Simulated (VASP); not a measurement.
# K7S4O16 (a cell with a defect) in VASP: notebook, part 2 of 2

VASP 6.6.1. The steps go on from the part before.

## 3. Single point, LDA

Contents of INCAR:

```
PREC     = Accurate       # precision mode
ENCUT    = 520            # plane-wave cutoff, eV
EDIFF    = 1E-6           # SCF threshold, eV
ISMEAR   = -1             # smearing method
SIGMA    = 0.05           # smearing width, eV
LREAL    = Auto         
LASPH    = T              # aspherical terms in the spheres
NELM     = 100            # most SCF steps
ALGO     = Normal         # electronic algorithm
ISIF     = 2              # what is computed and relaxed
LWAVE    = F              # write WAVECAR
LCHARG   = T              # write CHGCAR
LELF     = T              # ELF
LVHAR    = T            
NELECT   = 184.0        
NBANDS   = 110            # bands
```

Contents of KPOINTS:

```
regular mesh
0
Gamma
  1 2 1
```

Contents of POSCAR:

```
K7S4O16
1.0
    7.5258130000      0.0000000000      0.0000000000
    0.0000000000      5.8078030000      0.0000000000
    0.0000000000      0.0000000000     10.1398950000
K S O
7 4 16
Direct
    0.8057734095      0.7461341234      0.0971015972
    0.3197794046      0.7411408410      0.3370054621
    0.2043367275      0.2449807612      0.9412326262
    0.6362767717      0.3175899734      0.5841283366
    0.5315040382      0.6935152587      0.8085290824
    0.0327140735      0.7372495245      0.6957271254
    0.9672443363      0.1824269866      0.2835630941
    0.8011227491      0.7404176760      0.4204382787
    0.2340079404      0.7130062779      0.0678310771
    0.2340743784      0.3065014430      0.5834281321
    0.7351896732      0.1849752824      0.9230963437
    0.9815949453      0.8158851118      0.4032093034
    0.4256151462      0.6750228959      0.0972791138
    0.0311727118      0.3065186612      0.5920574128
    0.5523522841      0.1626432577      0.8737565823
    0.7625754188      0.7219080950      0.5647592998
    0.2246667569      0.7063428288      0.9199898027
    0.2744553977      0.2833773804      0.4421742040
    0.7319209234      0.2380934753      0.0651190175
    0.6902377192      0.9271319981      0.3698953490
    0.1238138657      0.5406347288      0.1308100330
    0.3063987904      0.5206271631      0.6471861888
    0.8494497538     -0.0111574032      0.8931058951
    0.2940811843      0.1111607952      0.6641193030
    0.8067965547      0.4045936131      0.8627406891
    0.7677177203      0.5138604047      0.3551910547
    0.1466286765      0.9398906953      0.1137289883
```

Potentials or basis: VASP PAW LDA potentials, release 64 (K_sv, S, O).

Command:

```bash
$ cat potpaw_LDA.64/K_sv/POTCAR potpaw_LDA.64/S/POTCAR potpaw_LDA.64/O/POTCAR > POTCAR
$ mpirun -np 1 vasp_std > vasp.out
```

OUTCAR:

```text
PREC = Accurate
   ENCUT = 520
   EDIFF = 1E-6
   ISMEAR = -1
   LREAL = Auto
   LASPH = T
   NELM = 100
   ISIF = 2
   NELECT = 184.0

 ion  position               nearest neighbor table
   1  0.806  0.746  0.097-  23 2.52  21 2.70  27 2.81  11 3.15   9 3.24   8 3.28   7 3.39   5 3.59

   2  0.320  0.741  0.337-  13 2.59  12 2.67   9 2.81  21 2.81  27 2.86  18 2.88   7 3.73
   3  0.204  0.245  0.941-  27 2.53  21 2.65  17 2.69  15 2.75   9 3.01
   4  0.636  0.318  0.584-  16 2.54  26 2.77  22 2.82  10 3.03   8 3.21   5 3.25
   5  0.532  0.694  0.809-  22 2.56  17 2.57  25 2.72  15 2.81   4 3.25   1 3.59
   6  0.033  0.737  0.696-  16 2.43  22 2.46  17 2.70  14 2.71  23 2.84  10 3.14   8 3.29
   7  0.967  0.182  0.284-  12 2.45  26 2.55  27 2.60  20 2.70  21 2.85  19 2.85  18 2.88   8 3.17
                             1 3.39   2 3.73
   8  0.801  0.740  0.420-  12 1.44  20 1.46  26 1.49  16 1.50   7 3.17   4 3.21   1 3.28   6 3.29

   9  0.234  0.713  0.068-  21 1.45  13 1.49  17 1.50  27 1.54   2 2.81   3 3.01   1 3.24
  10  0.234  0.307  0.583-  24 1.47  18 1.47  22 1.50  14 1.53   4 3.03   6 3.14
  11  0.735  0.185  0.923-  23 1.46  15 1.47  19 1.47  25 1.51   1 3.15
  12  0.982  0.816  0.403-   8 1.44   7 2.45   2 2.67
  13  0.426  0.675  0.097-   9 1.49   2 2.59
  14  0.031  0.307  0.592-  10 1.53   6 2.71
  15  0.552  0.163  0.874-  11 1.47   3 2.75   5 2.81
  16  0.763  0.722  0.565-   8 1.50   6 2.43   4 2.54
  17  0.225  0.706  0.920-   9 1.50   5 2.57   3 2.69   6 2.70
  18  0.274  0.283  0.442-  10 1.47   7 2.88   2 2.88
  19  0.732  0.238  0.065-  11 1.47   7 2.85
  20  0.690  0.927  0.370-   8 1.46   7 2.70
  21  0.124  0.541  0.131-   9 1.45   3 2.65   1 2.70   2 2.81   7 2.85
  22  0.306  0.521  0.647-  10 1.50   6 2.46   5 2.56   4 2.82
  23  0.849  0.989  0.893-  11 1.46   1 2.52   6 2.84
  24  0.294  0.111  0.664-  10 1.47
  25  0.807  0.405  0.863-  11 1.51   5 2.72
  26  0.768  0.514  0.355-   8 1.49   7 2.55   4 2.77
  27  0.147  0.940  0.114-   9 1.54   3 2.53   7 2.60   1 2.81   2 2.86

  LATTYP: Found a simple orthorhombic cell.
 ALAT       =     5.8078030000
 B/A-ratio  =     1.2958106534
 C/A-ratio  =     1.7459089091

  Lattice vectors:

 A1 = (   0.0000000000,  -5.8078030000,   0.0000000000)
 A2 = (   7.5258130000,   0.0000000000,   0.0000000000)
 A3 = (   0.0000000000,   0.0000000000,  10.1398950000)

Analysis of symmetry for initial positions (statically):
=====================================================================
 Subroutine PRICEL returns:
 Original cell was already a primitive cell.

 Routine SETGRP: Setting up the symmetry group for a
 simple orthorhombic supercell.

 Subroutine GETGRP returns: Found  1 space group operations
 (whereof  1 operations were pure point group operations)
 out of a pool of  8 trial point group operations.

The static configuration has the point symmetry C_1 .

Analysis of symmetry for dynamics (positions and initial velocities):
=====================================================================
 Subroutine PRICEL returns:
 Original cell was already a primitive cell.

 Routine SETGRP: Setting up the symmetry group for a
 simple orthorhombic supercell.

 Subroutine GETGRP returns: Found  1 space group operations
 (whereof  1 operations were pure point group operations)
 out of a pool of  8 trial point group operations.
[... 112 lines left out ...]
   total plane-waves  NPLWV = 215040
   dimension x,y,z NGX =    56 NGY =   48 NGZ =   80
   dimension x,y,z NGXF=   112 NGYF=   96 NGZF=  160
   ions per type =               7   4  16
   NGX,Y,Z   is equivalent  to a cutoff of  12.37, 13.74, 13.12 a.u.
   NGXF,Y,Z  is equivalent  to a cutoff of  24.74, 27.48, 26.23 a.u.
 SYSTEM =  unknown system
   PREC   = accura    normal or accurate (medium, high low for compatibility)
   ISTART =      0    job   : 0-new  1-cont  2-samecut
   ICHARG =      2    charge: 1-file 2-atom 10-const
   ISPIN  =      1    spin polarized calculation?
   LNONCOLLINEAR =      F non collinear calculations
   LSORBIT =      F    spin-orbit coupling
   LASPH  =      T    aspherical Exc in radial PAW
   ENCUT  =  520.0 eV  38.22 Ry    6.18 a.u.  13.99 10.80 18.85*2*pi/ulx,y,z
   NELM   =    100;   NELMIN=  2; NELMDL= -5     # of ELM steps
   EDIFF  = 0.1E-05   stopping-criterion for ELM
   LREAL  =      T    real-space projection
   EDIFFG = 0.1E-04   stopping-criterion for IOM
   NSW    =      0    number of steps for IOM
   IBRION =     -1    ionic relax: 0-MD 1-quasi-New 2-CG
   NFREE  =      0    steps in history (QN), initial steepest desc. (CG)
   ISIF   =      2    stress and relaxation
   ISYM   =      2    0-nonsym 1-usesym 2-fastsym
   POTIM  = 0.5000    time-step for ionic-motion
   TEBEG  =    0.0;   TEEND  =   0.0 temperature during run
   PSTRESS=    0.0 pullay stress
   NELECT =     184.0000    total number of electrons
   NUPDOWN=      -1.0000    fix difference up-down
   EMIN   =  10.00;   EMAX   =-10.00  energy-range for DOS
   EFERMI =   0.00;   METHOD = LEGACY
   ISMEAR =    -1;   SIGMA  =   0.05  broadening in eV -4-tet -1-fermi 0-gaus
   EFERMI_NEDOS =   21; number of points for ismear=-14 and -15
   IALGO  =     38    algorithm
   IMIX   =      4    mixing-type and parameters
     AMIX     =   0.40;   BMIX     =  1.00
     AMIX_MAG =   1.60;   BMIX_MAG =  1.00
  volume/ion in A,a.u.               =      16.41       110.77
  Fermi-wavevector in a.u.,A,eV,Ry     =   1.221278  2.307881 20.293360  1.491520
  Thomas-Fermi vector in A             =   2.356466
   LORBIT       =      0    0 simple, 1 ext, 2 COOP (PROOUT), +10 PAW based schemes
   GGA     = CA    functional components
   LHFCALC =     F    Hartree Fock is set to
   AEXX    =    0.0000 exact exchange contribution
   IVDW    =     0    specifies the selected vdW correction
   LEPSILON=     F    determine dielectric tensor
   LRPA    =     F    only Hartree local field effects (RPA)
 non-spin polarized calculation
  energy-cutoff  :      520.00
  volume of cell :      443.20
 maximum number of plane-waves:     11930
 NGX is ok and might be reduce to    54
   NGX = 27   NGY = 21   NGZ = 37

 number of electron     183.9999988 magnetization

 Free energy of the ion-electron system (eV)
  ---------------------------------------------------
  ext. energy  EPLUGINS =         0.00000000
  ---------------------------------------------------
  free energy    TOTEN  =      -166.35561455 eV

  energy without entropy =     -166.35561455  energy(sigma->0) =     -166.35561455

 E-fermi :   1.0029     XC(G=0):  -9.2397

 val. band max:       -0.2189341979   @ k =   0.0000   0.5000   0.0000
 cond. band min:       4.2806443859   @ k =   0.0000   0.0000   0.0000
 fundamental gap:      4.4995785838
 Fermi energy:         1.0029446139

 k-point     1 :       0.0000    0.0000    0.0000
  band No.  band energies     occupation
      1     -28.2513      2.00000
      2     -28.1036      2.00000
      3     -28.0000      2.00000
      4     -27.9425      2.00000
      5     -27.8436      2.00000
      6     -27.3953      2.00000
[... 96 lines left out ...]
    103       7.3794      0.00000
    104       7.4389      0.00000

 k-point     2 :       0.0000    0.5000    0.0000
  band No.  band energies     occupation
      1     -28.2509      2.00000
      2     -28.1014      2.00000
      3     -28.0001      2.00000
      4     -27.9410      2.00000
      5     -27.8413      2.00000
      6     -27.3945      2.00000
[... 96 lines left out ...]
    103       7.3494      0.00000
    104       7.5212      0.00000
 [bands above 104 left out]

------------------------ aborting loop because EDIFF is reached ----------------------------------------

  FORCE on cell =-STRESS in cart. coord.  units (eV):
  Direction    XX          YY          ZZ          XY          YZ          ZX
  --------------------------------------------------------------------------------------
  -------------------------------------------------------------------------------------
  Total        1.8333136      1.4060480      3.5408216      0.6689111     -3.5499681      1.8370574
  in kB        6.6274826      5.0829049     12.8001739      2.4181331    -12.8332386      6.6410163
  external PRESSURE =       8.1701871 kB  Pullay stress =       0.0000000 kB

 VOLUME and BASIS-vectors are now :
 -----------------------------------------------------------------------------
  energy-cutoff  :      520.00
  volume of cell :      443.20
      direct lattice vectors                 reciprocal lattice vectors
     7.525813000  0.000000000  0.000000000     0.132876010  0.000000000  0.000000000
     0.000000000  5.807803000  0.000000000     0.000000000  0.172182149  0.000000000
     0.000000000  0.000000000 10.139895000     0.000000000  0.000000000  0.098620351

 POSITION                                       TOTAL-FORCE (eV/Angst)
 -----------------------------------------------------------------------------------
      6.06410      4.33340      0.98460        -0.280150     -0.547040      0.337242
      2.40660      4.30440      3.41720         0.220772      0.032373      0.968925
      1.53780      1.42280      9.54400        -0.026356     -0.317504     -0.696785
      4.78850      1.84450      5.92300         0.459131     -0.664449     -0.088575
      4.00000      4.02780      8.19840         0.156480      0.329454      0.013328
      0.24620      4.28180      7.05460        -0.028978      0.493698      0.522035
[... 19 lines left out ...]
      5.77770      2.98440      3.60160        -0.170788      1.252673      0.388883
      1.10350      5.45870      1.15320         2.002711     -1.470389     -0.288672
 -----------------------------------------------------------------------------------
    total drift:                               -0.019811     -0.008531      0.002061

  FREE ENERGIE OF THE ION-ELECTRON SYSTEM (eV)
  ---------------------------------------------------
  free  energy   TOTEN  =      -166.3556145540 eV

  energy  without entropy=     -166.3556145539  energy(sigma->0) =     -166.35561455
```

Run time: 4.8 min. Hardware: 1 thread of Intel Xeon 8259CL, shared host; peak memory 0.4 GiB.

Results:

- Free energy: -166.3556 eV
- Largest force: 4.559 eV/Å

Forces in eV/Å, atoms in the order of the input:
```
K   -0.280 -0.547  0.337
K    0.221  0.032  0.969
K   -0.026 -0.318 -0.697
K    0.459 -0.664 -0.089
K    0.156  0.329  0.013
K   -0.029  0.494  0.522
K    0.060  0.795 -0.072
S   -1.259 -0.566  1.455
S   -0.061  2.333 -2.044
S   -4.315 -0.882  1.176
S    0.093  4.244  0.456
O    2.246 -0.493 -0.074
O   -1.077  0.741  0.541
O    1.909  0.631  0.019
O   -0.219 -1.039 -0.407
O   -0.520 -0.326 -0.487
O   -0.556 -0.044  1.031
O    1.238  0.418 -0.075
O    0.247 -1.193  0.575
O   -1.119  0.087 -0.942
O   -0.223 -1.532  0.357
O    0.454 -0.509 -1.283
O   -0.103 -0.681 -0.498
O    0.768 -0.340 -0.418
O    0.104 -0.751 -0.466
O   -0.171  1.253  0.389
O    2.003 -1.470 -0.289
```

Caveat: the k points lie up to 0.83 Å⁻¹ apart, too coarse for converged energies, forces and pressures; the cell carries a net charge on a neutralising background, which shifts energy and pressure; the cell is charged against a uniform background, so pressure and absolute levels hang on convention.

## 4. Single point, LDA

Contents of INCAR:

```
SYSTEM = K7S4O16
ALGO = Normal
EDIFF = 1E-6
ENCUT = 520
ISIF = 2
ISMEAR = -1
LASPH = .True.
LCHARG = .True.
LELF = .True.
LREAL = Auto
LVHAR = .True.
LWAVE = .False.
NBANDS = 110
NELECT = 184.0
NELM = 100
PREC = Accurate
SIGMA = 0.05
```

Contents of KPOINTS:

```
k-points
0
Gamma
  1 2 1
  0 0 0
```

Contents of POSCAR:

```
K7S4O16
1.0
    7.5258130000      0.0000000000      0.0000000000
    0.0000000000      5.8078030000      0.0000000000
    0.0000000000      0.0000000000     10.1398950000
K S O
7 4 16
Direct
    0.8199645673      0.6721302358      0.0789258666
    0.3190485865      0.7716687360      0.3657927424
    0.2171725500      0.1927234791      0.9202264915
    0.6628253984      0.2273665274      0.5852526086
    0.5194521841      0.7341846822      0.7838739948
    0.0167955276      0.7342191187      0.7107470048
    0.9808774148      0.1919142230      0.2854664669
    0.7771652046      0.7560690333      0.4455963301
    0.2199496586      0.7218564404      0.0574069061
    0.2335162992      0.2845482190      0.5807949688
    0.7300606592      0.2000067840      0.9455423355
    0.9710180149      0.7881121312      0.4546792644
    0.4152641050      0.7398150385      0.0982949034
    0.0485661815      0.3087570291      0.6140793371
    0.5401276912      0.1257962779      0.9342897535
    0.7057443495      0.7197902546      0.5756174004
    0.2148605074      0.7092182707      0.9072283293
    0.2669611908      0.2869759873      0.4325981679
    0.7868252905      0.2010570951      0.0872790103
    0.7089200861      0.9703152810      0.3880809417
    0.1364769494      0.4998103414      0.1187783503
    0.3396709432      0.4670957331      0.6417127594
    0.8448123811      0.0280829085      0.8740721674
    0.3082059041      0.0517751721      0.6236750972
    0.7562106579      0.4238091409      0.8819223473
    0.7307781897      0.5577324162      0.3556644324
    0.1052776624      0.9090012178      0.1027722674
```

Command:

```bash
$ cat potpaw_LDA.64/K_sv/POTCAR potpaw_LDA.64/S/POTCAR potpaw_LDA.64/O/POTCAR > POTCAR
$ mpirun -np 1 vasp_std > vasp.out
```

Run time: 5 min. Hardware: 1 thread of Intel Xeon 8259CL, shared host; peak memory 0.4 GiB.

It converged, with:

| Quantity | Value |
| --- | --- |
| Free energy | -166.9238 eV |
| Largest force | 4.420 eV/Å |

Forces in eV/Å, atoms in the order of the input:
```
K   -0.730  0.317  0.573
K    0.170 -0.113  0.157
K   -0.375  0.482 -0.154
K   -0.033  0.362  0.075
K   -0.018  0.230  0.319
K   -0.023  0.160 -0.138
K    0.003  0.345  0.163
S    1.092 -0.705 -3.648
S    2.071 -3.346  0.591
S    2.457 -2.530 -2.664
S   -0.082 -2.344  0.827
O    0.616 -0.380  0.099
O   -3.144  0.076 -0.465
O   -1.223 -0.016  0.380
O    1.470  0.530 -0.208
O   -0.833 -0.392  1.983
O   -0.114 -0.037  1.808
O   -0.760  0.438  1.520
O   -0.707  0.490 -1.707
O   -0.895  0.214 -0.049
O    1.373  1.976 -1.495
O    0.067  0.507  0.401
O   -0.620  0.130  0.045
O   -0.745  1.030  0.430
O   -0.099  0.849 -0.332
O    0.445  0.949  1.273
O    0.638  0.777  0.216
```

Levels at points of the mesh, in eV from the Fermi level:
```
           k point  band 89  band 90  band 91  band 92  band 93  band 94  band 95  band 96
(0.00, 0.00, 0.00)    -1.38    -1.33    -1.29    -1.24     3.58     5.32     5.53     5.80
(0.00, 0.50, 0.00)    -1.40    -1.36    -1.34    -1.23     5.04     5.10     5.92     5.92
```

Caveat: the k points lie up to 0.83 Å⁻¹ apart, too coarse for converged energies, forces and pressures; the cell carries a net charge on a neutralising background, which shifts energy and pressure; the cell is charged against a uniform background, so pressure and absolute levels hang on convention.
